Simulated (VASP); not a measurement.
# Ba3Sb2Br2O5 (I4/mmm) in VASP: single point with LDA

Aim: the single point of Ba3Sb2Br2O5 with LDA.

Program: VASP 6.6.1. These are calculated values, not measurements. Logs are shortened: lines on timing, memory, paths and dates and some standing lists are left out, and cuts for length are marked.

**1. The cell of the first run**

The structure is tetragonal, space group I4/mmm (No. 139). The conventional cell has a = 4.328 Å, b = 4.328 Å, c = 26.298 Å, α = 90.00°, β = 90.00°, γ = 90.00°. Ba (site symmetry 4/mmm) has 12 O at 3.06 to 3.20 Å and 8 Sb at 3.70 Å and 2 Ba at 4.08 Å within 4.1 Å. Within 3.7 Å of Ba (site symmetry 4mm) lie 4 O at 2.77 Å and 5 Br at 3.33 to 3.68 Å and 4 Sb at 3.65 Å. Within 2.8 Å of Sb (site symmetry 4mm) lie 5 O at 2.09 to 2.18 Å. Within 4.4 Å of Br (site symmetry 4mm) lie 1 Sb at 3.30 Å and 5 Ba at 3.33 to 3.68 Å and 4 O at 3.72 Å and 8 Br at 3.87 to 4.33 Å. O (site symmetry 2mm) has 2 Sb at 2.18 Å and 2 Ba at 2.77 Å within 2.9 Å. Within 2.8 Å of O (site symmetry 4/mmm) lie 2 Sb at 2.09 Å.

**2. Single point, LDA**

The input, INCAR:

```
SYSTEM = Ba3Sb2Br2O5
PREC = Accurate
ENCUT = 700
EDIFF = 1E-6
ISMEAR = 0
SIGMA = 0.0198
LREAL = .FALSE.
LASPH = .TRUE.
NELM = 120
ALGO = Normal
ISIF = 2
LWAVE = .FALSE.
LCHARG = .FALSE.
NBANDS = 64
GGA_COMPAT = .FALSE.
```

The input, KPOINTS:

```
Automatic mesh
0
G
  6 6 6
  0 0 0
```

The input, POSCAR:

```
Ba3Sb2Br2O5
1.0
    0.0000000000      4.3275010000      0.0000000000
    4.3275010000      0.0000000000      0.0000000000
    2.1637510000      2.1637510000    -13.1491110000
Ba Sb Br O
3 2 2 5
Direct
    0.5000000000      0.5000000000      0.0000000000
    0.3448000000      0.3448000000      0.3104000000
    0.6552000000      0.6552000000      0.6896000000
    0.0794000000      0.0794000000      0.8412000000
    0.9206000000      0.9206000000      0.1588000000
    0.2048000000      0.2048000000      0.5904000000
    0.7952000000      0.7952000000      0.4096000000
    0.5896000000      0.0896000000      0.8208000000
    0.0896000000      0.5896000000      0.8208000000
    0.4104000000      0.9104000000      0.1792000000
    0.9104000000      0.4104000000      0.1792000000
    0.0000000000      0.0000000000      0.0000000000
```

Potentials or basis: VASP PAW LDA potentials, release 64 (Ba_sv, Sb_d_GW, Br, O).

Started as:

```bash
$ cat potpaw_LDA.64/Ba_sv/POTCAR potpaw_LDA.64/Sb_d_GW/POTCAR potpaw_LDA.64/Br/POTCAR potpaw_LDA.64/O/POTCAR > POTCAR
$ mpirun -np 1 vasp_std > vasp.out
```

OUTCAR:

```text
SYSTEM = Ba3Sb2Br2O5
   PREC = Accurate
   ENCUT = 700
   EDIFF = 1E-6
   ISMEAR = 0
   LREAL = .FALSE.
   LASPH = .TRUE.
   NELM = 120
   ISIF = 2

 ion  position               nearest neighbor table
   1  0.500  0.500  0.000-  12 3.06  12 3.06  12 3.06  12 3.06   8 3.20  11 3.20   9 3.20  10 3.20
                            10 3.20  11 3.20   8 3.20   9 3.20   5 3.70   4 3.70   5 3.70   4 3.70
   2  0.345  0.345  0.310-  11 2.77  10 2.77  10 2.77  11 2.77   7 3.33   7 3.33   7 3.33   7 3.33
                             5 3.65   5 3.65   5 3.65   5 3.65   6 3.68   1 4.08
   3  0.655  0.655  0.690-   8 2.77   9 2.77   8 2.77   9 2.77   6 3.33   6 3.33   6 3.33   6 3.33
                             4 3.65   4 3.65   4 3.65   4 3.65   7 3.68   1 4.08
   4  0.079  0.079  0.841-  12 2.09   9 2.18   8 2.18   9 2.18   8 2.18   3 3.65   3 3.65   3 3.65
                             3 3.65   1 3.70   1 3.70   1 3.70   1 3.70
   5  0.921  0.921  0.159-  12 2.09  11 2.18  10 2.18  11 2.18  10 2.18   2 3.65   2 3.65   2 3.65
                             2 3.65   1 3.70   1 3.70   1 3.70   1 3.70
   6  0.205  0.205  0.590-   3 3.33   3 3.33   3 3.33   3 3.33   2 3.68
   7  0.795  0.795  0.410-   2 3.33   2 3.33   2 3.33   2 3.33   3 3.68
   8  0.590  0.090  0.821-   4 2.18   4 2.18   3 2.77   3 2.77   1 3.20   1 3.20
   9  0.090  0.590  0.821-   4 2.18   4 2.18   3 2.77   3 2.77   1 3.20   1 3.20
  10  0.410  0.910  0.179-   5 2.18   5 2.18   2 2.77   2 2.77   1 3.20   1 3.20
  11  0.910  0.410  0.179-   5 2.18   5 2.18   2 2.77   2 2.77   1 3.20   1 3.20
  12  0.000  0.000  0.000-   4 2.09   5 2.09   1 3.06   1 3.06   1 3.06   1 3.06

  LATTYP: Found a body centered tetragonal cell.
 ALAT       =     4.3275010000
 C/A-ratio  =     6.0769996356

  Lattice vectors:

 A1 = (  -2.1637510000,   2.1637500000,  13.1491110000)
 A2 = (   2.1637500000,  -2.1637510000,  13.1491110000)
 A3 = (   2.1637510000,   2.1637510000, -13.1491110000)

Analysis of symmetry for initial positions (statically):
=====================================================================
 Subroutine PRICEL returns:
 Original cell was already a primitive cell.

 Routine SETGRP: Setting up the symmetry group for a
 body centered tetragonal supercell.

 Subroutine GETGRP returns: Found 16 space group operations
 (whereof 16 operations were pure point group operations)
 out of a pool of 16 trial point group operations.

The static configuration has the point symmetry D_4h.

Analysis of symmetry for dynamics (positions and initial velocities):
=====================================================================
 Subroutine PRICEL returns:
 Original cell was already a primitive cell.

 Routine SETGRP: Setting up the symmetry group for a
 body centered tetragonal supercell.

 Subroutine GETGRP returns: Found 16 space group operations
 (whereof 16 operations were pure point group operations)
 out of a pool of 16 trial point group operations.

The dynamic configuration has the point symmetry D_4h.

 Subroutine INISYM returns: Found 16 space group operations
 (whereof 16 operations are pure point group operations),
 and found     1 'primitive' translations

----------------------------------------------------------------------------------------

                                     Primitive cell

  volume of cell :     246.2469

  direct lattice vectors                    reciprocal lattice vectors
     0.000000000  4.327501000  0.000000000     0.000000000  0.231080247  0.038025393
     4.327501000  0.000000000  0.000000000     0.231080247  0.000000000  0.038025393
     2.163751000  2.163751000-13.149111000     0.000000000  0.000000000 -0.076050769

  length of vectors
     4.327501000  4.327501000 13.500472468     0.234187982  0.234187982  0.076050769

  position of ions in fractional coordinates (direct lattice)
     0.500000000  0.500000000  0.000000000
     0.344800000  0.344800000  0.310400000
     0.655200000  0.655200000  0.689600000
     0.079400000  0.079400000  0.841200000
     0.920600000  0.920600000  0.158800000
     0.204800000  0.204800000  0.590400000
     0.795200000  0.795200000  0.409600000
     0.589600000  0.089600000  0.820800000
     0.089600000  0.589600000  0.820800000
     0.410400000  0.910400000  0.179200000
     0.910400000  0.410400000  0.179200000
     0.000000000  0.000000000  0.000000000

  ion indices of the primitive-cell ions
   primitive index   ion index
                 1           1
                 2           2
[... 24 lines left out ...]
     0.000000000  0.000000000 -0.012675128     0.000000000  0.000000000  0.166666667

  Length of vectors
     0.039031330  0.039031330  0.012675128

  Shift w.r.t. Gamma in fractional coordinates (k-lattice)
     0.000000000  0.000000000  0.000000000

 Subroutine IBZKPT returns following result:
 ===========================================

 Found     30 irreducible k-points:

 Following reciprocal coordinates:
            Coordinates               Weight
  0.000000  0.000000  0.000000      1.000000
  0.166667  0.000000  0.000000      8.000000
  0.333333  0.000000  0.000000      8.000000
  0.500000  0.000000 -0.000000      4.000000
  0.166667  0.166667  0.000000      8.000000
  0.333333  0.166667 -0.000000     16.000000
[... 16 lines left out ...]
 -0.333333 -0.333333  0.166667      4.000000
 -0.166667 -0.333333  0.166667     16.000000
 [... further k-points ...]
   k-points           NKPTS =     30   k-points in BZ     NKDIM =     30   number of bands    NBANDS=     64
   number of dos      NEDOS =    301   number of ions     NIONS =     12
   total plane-waves  NPLWV = 192000
   dimension x,y,z NGX =    40 NGY =   40 NGZ =  120
   dimension x,y,z NGXF=    80 NGYF=   80 NGZF=  240
   ions per type =               3   2   2   5
   NGX,Y,Z   is equivalent  to a cutoff of  15.37, 15.37, 14.78 a.u.
   NGXF,Y,Z  is equivalent  to a cutoff of  30.73, 30.73, 29.55 a.u.
 SYSTEM =  Ba3Sb2Br2O5
   PREC   = accura    normal or accurate (medium, high low for compatibility)
   ISTART =      0    job   : 0-new  1-cont  2-samecut
   ICHARG =      2    charge: 1-file 2-atom 10-const
   ISPIN  =      1    spin polarized calculation?
   LNONCOLLINEAR =      F non collinear calculations
   LSORBIT =      F    spin-orbit coupling
   LASPH  =      T    aspherical Exc in radial PAW
   ENCUT  =  700.0 eV  51.45 Ry    7.17 a.u.   9.34  9.34 29.12*2*pi/ulx,y,z
   NELM   =    120;   NELMIN=  2; NELMDL= -5     # of ELM steps
   EDIFF  = 0.1E-05   stopping-criterion for ELM
   LREAL  =      F    real-space projection
   EDIFFG = 0.1E-04   stopping-criterion for IOM
   NSW    =      0    number of steps for IOM
   IBRION =     -1    ionic relax: 0-MD 1-quasi-New 2-CG
   NFREE  =      0    steps in history (QN), initial steepest desc. (CG)
   ISIF   =      2    stress and relaxation
   ISYM   =      2    0-nonsym 1-usesym 2-fastsym
   POTIM  = 0.5000    time-step for ionic-motion
   TEBEG  =    0.0;   TEEND  =   0.0 temperature during run
   PSTRESS=    0.0 pullay stress
   NELECT =     104.0000    total number of electrons
   NUPDOWN=      -1.0000    fix difference up-down
   EMIN   =  10.00;   EMAX   =-10.00  energy-range for DOS
   EFERMI =   0.00;   METHOD = LEGACY
   ISMEAR =     0;   SIGMA  =   0.02  broadening in eV -4-tet -1-fermi 0-gaus
   EFERMI_NEDOS =   21; number of points for ismear=-14 and -15
   IALGO  =     38    algorithm
   IMIX   =      4    mixing-type and parameters
     AMIX     =   0.40;   BMIX     =  1.00
     AMIX_MAG =   1.60;   BMIX_MAG =  1.00
  volume/ion in A,a.u.               =      20.52       138.48
  Fermi-wavevector in a.u.,A,eV,Ry     =   1.228275  2.321104 20.526566  1.508660
  Thomas-Fermi vector in A             =   2.363207
   LORBIT       =      0    0 simple, 1 ext, 2 COOP (PROOUT), +10 PAW based schemes
   GGA     = CA    functional components
   LHFCALC =     F    Hartree Fock is set to
   AEXX    =    0.0000 exact exchange contribution
   IVDW    =     0    specifies the selected vdW correction
   LEPSILON=     F    determine dielectric tensor
   LRPA    =     F    only Hartree local field effects (RPA)
 non-spin polarized calculation
 Gauss-broadening in eV      SIGMA  =   0.02
  energy-cutoff  :      700.00
  volume of cell :      246.25
 maximum number of plane-waves:     10396
 NGX is ok and might be reduce to    40
   NGX = 19   NGY = 19   NGZ = 59

 number of electron     103.9999997 magnetization

 Free energy of the ion-electron system (eV)
  ---------------------------------------------------
  ext. energy  EPLUGINS =         0.00000000
  ---------------------------------------------------
  free energy    TOTEN  =       -73.33056341 eV

  energy without entropy =      -73.32989447  energy(sigma->0) =      -73.33022894

 E-fermi :   5.3879     XC(G=0): -10.2218

 val. band max:        5.3711431265   @ k =  -0.3333   0.3333   0.0000
 cond. band min:       5.4017305303   @ k =   0.3333   0.3333   0.1667
 fundamental gap:      0.0305874039
 Fermi energy:         5.3879166122

 k-point     1 :       0.0000    0.0000    0.0000
  band No.  band energies     occupation
      1     -25.0261      2.00000
      2     -24.9950      2.00000
      3     -24.9795      2.00000
      4     -24.9794      2.00000
      5     -24.9330      2.00000
      6     -24.9330      2.00000
[... 1597 lines left out ...]
     63       8.5458      0.00000
     64       8.7754      0.00000

 [... further k-points ...]

------------------------ aborting loop because EDIFF is reached ----------------------------------------

  FORCE on cell =-STRESS in cart. coord.  units (eV):
  Direction    XX          YY          ZZ          XY          YZ          ZX
  --------------------------------------------------------------------------------------
  -------------------------------------------------------------------------------------
  Total        3.3018534      3.3018534     -2.1095145     -0.0000000      0.0000001      0.0000001
  in kB       21.4831333     21.4831333    -13.7253157     -0.0000000      0.0000005      0.0000005
  external PRESSURE =       9.7469836 kB  Pullay stress =       0.0000000 kB

 VOLUME and BASIS-vectors are now :
 -----------------------------------------------------------------------------
  energy-cutoff  :      700.00
  volume of cell :      246.25
      direct lattice vectors                 reciprocal lattice vectors
     0.000000000  4.327501000  0.000000000     0.000000000  0.231080247  0.038025393
     4.327501000  0.000000000  0.000000000     0.231080247  0.000000000  0.038025393
     2.163751000  2.163751000-13.149111000     0.000000000  0.000000000 -0.076050769

 POSITION                                       TOTAL-FORCE (eV/Angst)
 -----------------------------------------------------------------------------------
      2.16375      2.16375      0.00000         0.000000      0.000000      0.000000
      2.16375      2.16375     -4.08148         0.000000      0.000000     -0.011509
      4.32750      4.32750     -9.06763        -0.000000     -0.000000      0.011509
      2.16375      2.16375    -11.06103        -0.000000     -0.000000      0.784787
      4.32750      4.32750     -2.08808         0.000000      0.000000     -0.784787
      2.16375      2.16375     -7.76324        -0.000000     -0.000000      0.295076
      4.32750      4.32750     -5.38588         0.000000      0.000000     -0.295076
      2.16375      4.32750    -10.79279         0.000000      0.000000     -0.471814
      4.32750      2.16375    -10.79279         0.000000      0.000000     -0.471814
      4.32750      2.16375     -2.35632        -0.000000     -0.000000      0.471814
      2.16375      4.32750     -2.35632        -0.000000     -0.000000      0.471814
      0.00000      0.00000      0.00000         0.000000      0.000000      0.000000
 -----------------------------------------------------------------------------------
    total drift:                                0.000000      0.000000     -0.000000

  FREE ENERGIE OF THE ION-ELECTRON SYSTEM (eV)
  ---------------------------------------------------
  free  energy   TOTEN  =       -73.3305634137 eV

  energy  without entropy=      -73.3298944707  energy(sigma->0) =      -73.33022894
```

Wall time 17 min (1 thread of Intel Xeon Platinum 8488C (Sapphire Rapids), shared host); peak memory 0.82 GiB.

Results:

```
Free energy            : -73.3306 eV
Pressure               : 1.0 GPa
Largest force          : 0.785 eV/Å
Band gap on the k mesh : zero (bands 52 and 53 overlap by 0.33 eV)
```

Forces in eV/Å, atoms in the order of the input:
```
Ba   0.000  0.000  0.000
Ba   0.000  0.000 -0.012
Ba   0.000  0.000  0.012
Sb   0.000  0.000  0.785
Sb   0.000  0.000 -0.785
Br   0.000  0.000  0.295
Br   0.000  0.000 -0.295
O    0.000  0.000 -0.472
O    0.000  0.000 -0.472
O    0.000  0.000  0.472
O    0.000  0.000  0.472
O    0.000  0.000  0.000
```

Caveat: semilocal functionals underestimate gaps, and a narrow one can read as zero; spin-orbit coupling is left out, which moves the levels of the heavy elements.

The gap in the log of VASP goes by the Fermi energy; the results here count the filled bands.